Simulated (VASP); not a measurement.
# NaCd26S27 (a cell with a defect) in VASP: single point with PBE

Aim: the single point of NaCd26S27 (a cell with a defect) with PBE.

Program: VASP 6.6.1. These are calculated values, not measurements. Logs are shortened: lines on timing, memory, paths and dates and some standing lists are left out, and cuts for length are marked.

### 1 The cell of the first run

The cell holds a defect, 54 atoms: a = 12.374 Å, b = 12.374 Å, c = 12.374 Å, α = 60.00°, β = 60.00°, γ = 60.00°.

### 2 Single point, PBE

File INCAR:

```
SYSTEM = NaCd26S27
ALGO = Normal
EDIFF = 1E-6
ENCUT = 400
GGA = PE
GGA_COMPAT = .FALSE.
ISIF = 2
ISMEAR = -1
KPAR = 2
LASPH = .TRUE.
LCHARG = .FALSE.
LREAL = Auto
LWAVE = .FALSE.
NBANDS = 274
NCORE = 2
NELECT = 482.0
NELM = 120
PREC = Accurate
SIGMA = 0.01
```

File KPOINTS:

```
k-points
0
G
  2 2 2
  0 0 0
```

File POSCAR:

```
NaCd26S27
1.0
    0.0000000000      8.7495000000      8.7495000000
    8.7495000000      0.0000000000      8.7495000000
    8.7495000000      8.7495000000      0.0000000000
Na Cd S
1 26 27
Direct
    0.0000000000      0.0000000000      0.0000000000
    0.0014198550      0.0014198550      0.3305118088
    0.0014198550      0.0014198550      0.6666484812
    0.0014198550      0.3305118088      0.0014198550
    0.0011058661      0.3329647113      0.3329647113
    0.0014198550      0.3305118088      0.6666484812
    0.0014198550      0.6666484812      0.0014198550
    0.0014198550      0.6666484812      0.3305118088
    0.0003043878      0.6665652041      0.6665652041
    0.3305118088      0.0014198550      0.0014198550
    0.3329647113      0.0011058661      0.3329647113
    0.3305118088      0.0014198550      0.6666484812
    0.3329647113      0.3329647113      0.0011058661
    0.3329647113      0.3329647113      0.3329647113
    0.3325674784      0.3325674784      0.6674325216
    0.3305118088      0.6666484812      0.0014198550
    0.3325674784      0.6674325216      0.3325674784
    0.3325674784      0.6674325216      0.6674325216
    0.6666484812      0.0014198550      0.0014198550
    0.6666484812      0.0014198550      0.3305118088
    0.6665652041      0.0003043878      0.6665652041
    0.6666484812      0.3305118088      0.0014198550
    0.6674325216      0.3325674784      0.3325674784
    0.6674325216      0.3325674784      0.6674325216
    0.6665652041      0.6665652041      0.0003043878
    0.6674325216      0.6674325216      0.3325674784
    0.6665652041      0.6665652041      0.6665652041
    0.0853579790      0.0853579790      0.0853579790
    0.0831135782      0.0831135782      0.4168864218
    0.0853579790      0.0853579790      0.7439260629
    0.0831135782      0.4168864218      0.0831135782
    0.0831135782      0.4168864218      0.4168864218
    0.0825906297      0.4170364849      0.7501864427
    0.0853579790      0.7439260629      0.0853579790
    0.0825906297      0.7501864427      0.4170364849
    0.0825906297      0.7501864427      0.7501864427
    0.4168864218      0.0831135782      0.0831135782
    0.4168864218      0.0831135782      0.4168864218
    0.4170364849      0.0825906297      0.7501864427
    0.4168864218      0.4168864218      0.0831135782
    0.4166620945      0.4166620945      0.4166620945
    0.4166620945      0.4166620945      0.7500137165
    0.4170364849      0.7501864427      0.0825906297
    0.4166620945      0.7500137165      0.4166620945
    0.4170364849      0.7501864427      0.7501864427
    0.7439260629      0.0853579790      0.0853579790
    0.7501864427      0.0825906297      0.4170364849
    0.7501864427      0.0825906297      0.7501864427
    0.7501864427      0.4170364849      0.0825906297
    0.7500137165      0.4166620945      0.4166620945
    0.7501864427      0.4170364849      0.7501864427
    0.7501864427      0.7501864427      0.0825906297
    0.7501864427      0.7501864427      0.4170364849
    0.7500000000      0.7500000000      0.7500000000
```

Potentials or basis: VASP PAW PBE potentials, release 64 (Na_pv, Cd, S).

Run with:

```console
$ cat potpaw_PBE.64/Na_pv/POTCAR potpaw_PBE.64/Cd/POTCAR potpaw_PBE.64/S/POTCAR > POTCAR
$ mpirun -np 4 vasp_std > vasp.out
```

OUTCAR:

```text
SYSTEM = NaCd26S27
   EDIFF = 1E-6
   ENCUT = 400
   GGA = PE
   ISIF = 2
   ISMEAR = -1
   LASPH = .TRUE.
   LREAL = Auto
   NELECT = 482.0
   NELM = 120
   PREC = Accurate

 ion  position               nearest neighbor table
   1  0.000  0.000  0.000-  28 2.59  30 2.59  34 2.59  46 2.59
   2  0.001  0.001  0.331-  28 2.48  29 2.52  35 2.54  47 2.54
   3  0.001  0.001  0.667-  30 2.48  29 2.52  36 2.54  48 2.54
   4  0.001  0.331  0.001-  28 2.48  31 2.52  33 2.54  49 2.54
   5  0.001  0.333  0.333-  29 2.52  31 2.52  32 2.52  50 2.54
   6  0.001  0.331  0.667-  30 2.48  32 2.52  33 2.54  51 2.54
[... 46 lines left out ...]
  53  0.750  0.750  0.417-  27 2.52  26 2.53   8 2.54  20 2.54
  54  0.750  0.750  0.750-  27 2.53  21 2.53   9 2.53  25 2.53

  LATTYP: Found a face centered cubic cell.
 ALAT       =    17.4990000000

  Lattice vectors:

 A1 = (   0.0000000000,   8.7495000000,   8.7495000000)
 A2 = (   8.7495000000,   0.0000000000,   8.7495000000)
 A3 = (   8.7495000000,   8.7495000000,   0.0000000000)

Analysis of symmetry for initial positions (statically):
=====================================================================
 Subroutine PRICEL returns:
 Original cell was already a primitive cell.

 Routine SETGRP: Setting up the symmetry group for a
 face centered cubic supercell.

 Subroutine GETGRP returns: Found 24 space group operations
 (whereof 24 operations were pure point group operations)
 out of a pool of 48 trial point group operations.

The static configuration has the point symmetry T_d .

Analysis of symmetry for dynamics (positions and initial velocities):
=====================================================================
 Subroutine PRICEL returns:
 Original cell was already a primitive cell.

 Routine SETGRP: Setting up the symmetry group for a
 face centered cubic supercell.

 Subroutine GETGRP returns: Found 24 space group operations
 (whereof 24 operations were pure point group operations)
 out of a pool of 48 trial point group operations.

The dynamic configuration has the point symmetry T_d .

 Subroutine INISYM returns: Found 24 space group operations
 (whereof 24 operations are pure point group operations),
 and found     1 'primitive' translations

----------------------------------------------------------------------------------------

                                     Primitive cell

  volume of cell :    1339.6141

  direct lattice vectors                    reciprocal lattice vectors
     0.000000000  8.749500000  8.749500000    -0.057146123  0.057146123  0.057146123
     8.749500000  0.000000000  8.749500000     0.057146123 -0.057146123  0.057146123
     8.749500000  8.749500000  0.000000000     0.057146123  0.057146123 -0.057146123

  length of vectors
    12.373661564 12.373661564 12.373661564     0.098979988  0.098979988  0.098979988

  position of ions in fractional coordinates (direct lattice)
     0.000000000  0.000000000  0.000000000
     0.001419855  0.001419855  0.330511809
     0.001419855  0.001419855  0.666648481
     0.001419855  0.330511809  0.001419855
     0.001105866  0.332964711  0.332964711
     0.001419855  0.330511809  0.666648481
[... 46 lines left out ...]
     0.750186443  0.750186443  0.417036485
     0.750000000  0.750000000  0.750000000

  ion indices of the primitive-cell ions
   primitive index   ion index
                 1           1
                 2           2
                 3           3
                 4           4
                 5           5
                 6           6
[... 46 lines left out ...]
                53          53
                54          54

----------------------------------------------------------------------------------------

 KPOINTS: k-points

Automatic generation of k-mesh.
 Grid dimensions read from file:
 generate k-points for:    2    2    2

 Generating k-lattice:

  Cartesian coordinates                     Fractional coordinates (reciprocal lattice)
    -0.028573061  0.028573061  0.028573061     0.500000000  0.000000000  0.000000000
     0.028573061 -0.028573061  0.028573061     0.000000000  0.500000000  0.000000000
     0.028573061  0.028573061 -0.028573061     0.000000000  0.000000000  0.500000000

  Length of vectors
     0.049489994  0.049489994  0.049489994

  Shift w.r.t. Gamma in fractional coordinates (k-lattice)
     0.000000000  0.000000000  0.000000000

 Subroutine IBZKPT returns following result:
 ===========================================

 Found      3 irreducible k-points:

 Following reciprocal coordinates:
            Coordinates               Weight
  0.000000  0.000000  0.000000      1.000000
  0.500000  0.000000  0.000000      4.000000
  0.500000  0.500000  0.000000      3.000000
   k-points           NKPTS =      3   k-points in BZ     NKDIM =      3   number of bands    NBANDS=    274
   number of dos      NEDOS =    301   number of ions     NIONS =     54
   total plane-waves  NPLWV = 592704
   dimension x,y,z NGX =    84 NGY =   84 NGZ =   84
   dimension x,y,z NGXF=   168 NGYF=  168 NGZF=  168
   ions per type =               1  26  27
   NGX,Y,Z   is equivalent  to a cutoff of  11.29, 11.29, 11.29 a.u.
   NGXF,Y,Z  is equivalent  to a cutoff of  22.57, 22.57, 22.57 a.u.
 SYSTEM =  NaCd26S27
   PREC   = accura    normal or accurate (medium, high low for compatibility)
   ISTART =      0    job   : 0-new  1-cont  2-samecut
   ICHARG =      2    charge: 1-file 2-atom 10-const
   ISPIN  =      1    spin polarized calculation?
   LNONCOLLINEAR =      F non collinear calculations
   LSORBIT =      F    spin-orbit coupling
   LASPH  =      T    aspherical Exc in radial PAW
   ENCUT  =  400.0 eV  29.40 Ry    5.42 a.u.  20.18 20.18 20.18*2*pi/ulx,y,z
   NELM   =    120;   NELMIN=  2; NELMDL= -5     # of ELM steps
   EDIFF  = 0.1E-05   stopping-criterion for ELM
   LREAL  =      T    real-space projection
   EDIFFG = 0.1E-04   stopping-criterion for IOM
   NSW    =      0    number of steps for IOM
   IBRION =     -1    ionic relax: 0-MD 1-quasi-New 2-CG
   NFREE  =      0    steps in history (QN), initial steepest desc. (CG)
   ISIF   =      2    stress and relaxation
   ISYM   =      2    0-nonsym 1-usesym 2-fastsym
   POTIM  = 0.5000    time-step for ionic-motion
   TEBEG  =    0.0;   TEEND  =   0.0 temperature during run
   PSTRESS=    0.0 pullay stress
   NELECT =     482.0000    total number of electrons
   NUPDOWN=      -1.0000    fix difference up-down
   EMIN   =  10.00;   EMAX   =-10.00  energy-range for DOS
   EFERMI =   0.00;   METHOD = LEGACY
   ISMEAR =    -1;   SIGMA  =   0.01  broadening in eV -4-tet -1-fermi 0-gaus
   EFERMI_NEDOS =   21; number of points for ismear=-14 and -15
   IALGO  =     38    algorithm
   IMIX   =      4    mixing-type and parameters
     AMIX     =   0.40;   BMIX     =  1.00
     AMIX_MAG =   1.60;   BMIX_MAG =  1.00
  volume/ion in A,a.u.               =      24.81       167.41
  Fermi-wavevector in a.u.,A,eV,Ry     =   1.164387  2.200372 18.446733  1.355797
  Thomas-Fermi vector in A             =   2.300925
   LORBIT       =      0    0 simple, 1 ext, 2 COOP (PROOUT), +10 PAW based schemes
   GGA     = PE    functional components
   LHFCALC =     F    Hartree Fock is set to
   AEXX    =    0.0000 exact exchange contribution
   IVDW    =     0    specifies the selected vdW correction
   LEPSILON=     F    determine dielectric tensor
   LRPA    =     F    only Hartree local field effects (RPA)
 non-spin polarized calculation
  energy-cutoff  :      400.00
  volume of cell :     1339.61
 maximum number of plane-waves:     24404
 NGX is ok and might be reduce to    84
   NGX = 41   NGY = 41   NGZ = 41

 number of electron     481.9999865 magnetization

 Free energy of the ion-electron system (eV)
  ---------------------------------------------------
  ext. energy  EPLUGINS =         0.00000000
  ---------------------------------------------------
  free energy    TOTEN  =      -163.77420007 eV

  energy without entropy =     -163.77420007  energy(sigma->0) =     -163.77420007

 E-fermi :   1.5682     XC(G=0):  -9.1136

 val. band max:        1.3175958137   @ k =   0.0000   0.0000   0.0000
 cond. band min:       2.4929680363   @ k =   0.0000   0.0000   0.0000
 fundamental gap:      1.1753722226
 Fermi energy:         1.5682454923

 k-point     1 :       0.0000    0.0000    0.0000
  band No.  band energies     occupation
      1     -20.3781      2.00000
      2     -20.3781      2.00000
      3     -20.3781      2.00000
      4     -11.0869      2.00000
      5     -10.8093      2.00000
      6     -10.7938      2.00000
[... 245 lines left out ...]
    252       5.1133      0.00000
    253       5.1841      0.00000

 k-point     2 :       0.5000    0.0000    0.0000
  band No.  band energies     occupation
      1     -20.3781      2.00000
      2     -20.3781      2.00000
      3     -20.3781      2.00000
      4     -11.0056      2.00000
      5     -10.9621      2.00000
      6     -10.8090      2.00000
[... 245 lines left out ...]
    252       5.2029      0.00000
    253       5.2156      0.00000

 k-point     3 :       0.5000    0.5000    0.0000
  band No.  band energies     occupation
      1     -20.3782      2.00000
      2     -20.3782      2.00000
      3     -20.3782      2.00000
      4     -10.9607      2.00000
      5     -10.9559      2.00000
      6     -10.8583      2.00000
[... 245 lines left out ...]
    252       5.1659      0.00000
    253       5.2040      0.00000
 [bands above 253 left out]

------------------------ aborting loop because EDIFF is reached ----------------------------------------

  FORCE on cell =-STRESS in cart. coord.  units (eV):
  Direction    XX          YY          ZZ          XY          YZ          ZX
  --------------------------------------------------------------------------------------
  -------------------------------------------------------------------------------------
  Total       32.2320471     32.2320471     32.2320471      0.0000000     -0.0000000      0.0000000
  in kB       38.5495018     38.5495018     38.5495018      0.0000000     -0.0000000      0.0000000
  external PRESSURE =      38.5495018 kB  Pullay stress =       0.0000000 kB

 VOLUME and BASIS-vectors are now :
 -----------------------------------------------------------------------------
  energy-cutoff  :      400.00
  volume of cell :     1339.61
      direct lattice vectors                 reciprocal lattice vectors
     0.000000000  8.749500000  8.749500000    -0.057146123  0.057146123  0.057146123
     8.749500000  0.000000000  8.749500000     0.057146123 -0.057146123  0.057146123
     8.749500000  8.749500000  0.000000000     0.057146123  0.057146123 -0.057146123

 POSITION                                       TOTAL-FORCE (eV/Angst)
 -----------------------------------------------------------------------------------
      0.00000      0.00000      0.00000        -0.000000     -0.000000      0.000000
      2.90424      2.90424      0.02485         0.001041      0.001041     -0.008060
      5.84526      5.84526      0.02485        -0.001041     -0.001041     -0.008060
      2.90424      0.02485      2.90424         0.001041     -0.008060      0.001041
      5.82655      2.92295      2.92295        -0.002030      0.002030      0.002030
      8.72465      5.84526      2.90424         0.008060     -0.001041      0.001041
[... 46 lines left out ...]
     10.21262     10.21262     13.12751        -0.002563     -0.002563      0.009135
     13.12425     13.12425     13.12425        -0.000000     -0.000000      0.000000
 -----------------------------------------------------------------------------------
    total drift:                                0.000004      0.000004      0.000001

  FREE ENERGIE OF THE ION-ELECTRON SYSTEM (eV)
  ---------------------------------------------------
  free  energy   TOTEN  =      -163.7742000744 eV

  energy  without entropy=     -163.7742000744  energy(sigma->0) =     -163.77420007
```

Run time: 12 min. Hardware: 4 MPI ranks of Intel Xeon 6975P-C (Granite Rapids), shared host; peak memory 0.79 GiB.

What came out:

```yaml
Free_energy: -163.7742 eV
Largest_force: 0.032 eV/Å
```

Forces on the atoms (eV/Å):
```
Na   0.000  0.000  0.000
Cd   0.001  0.001 -0.008
Cd  -0.001 -0.001 -0.008
Cd   0.001 -0.008  0.001
Cd  -0.002  0.002  0.002
Cd   0.008 -0.001  0.001
Cd  -0.001 -0.008 -0.001
Cd   0.008  0.001 -0.001
Cd  -0.001  0.001  0.001
Cd  -0.008  0.001  0.001
Cd   0.002 -0.002  0.002
Cd  -0.001  0.008  0.001
Cd   0.002  0.002 -0.002
Cd  -0.002 -0.002 -0.002
Cd   0.000  0.000  0.003
Cd  -0.001  0.001  0.008
Cd   0.000  0.003  0.000
Cd  -0.003  0.000  0.000
Cd  -0.008 -0.001 -0.001
Cd   0.001  0.008 -0.001
Cd   0.001 -0.001  0.001
Cd   0.001 -0.001  0.008
Cd   0.003  0.000  0.000
Cd   0.000 -0.003  0.000
Cd   0.001  0.001 -0.001
Cd   0.000  0.000 -0.003
Cd  -0.001 -0.001 -0.001
S   -0.019 -0.019 -0.019
S    0.000  0.000  0.006
S    0.019  0.019 -0.019
S    0.000  0.006  0.000
S   -0.006  0.000  0.000
S   -0.003  0.003 -0.009
S    0.019 -0.019  0.019
S   -0.003 -0.009  0.003
S    0.009  0.003  0.003
S    0.006  0.000  0.000
S    0.000 -0.006  0.000
S    0.003 -0.003 -0.009
S    0.000  0.000 -0.006
S    0.001  0.001  0.001
S   -0.001 -0.001  0.001
S    0.003 -0.009 -0.003
S   -0.001  0.001 -0.001
S    0.009 -0.003 -0.003
S   -0.019  0.019  0.019
S   -0.009 -0.003  0.003
S    0.003  0.009  0.003
S   -0.009  0.003 -0.003
S    0.001 -0.001 -0.001
S   -0.003  0.009 -0.003
S    0.003  0.003  0.009
S   -0.003 -0.003  0.009
S    0.000  0.000  0.000
```

Caveat: the cell carries a net charge on a neutralising background, which shifts energy and pressure; the cell is charged against a uniform background, so pressure and absolute levels hang on convention.
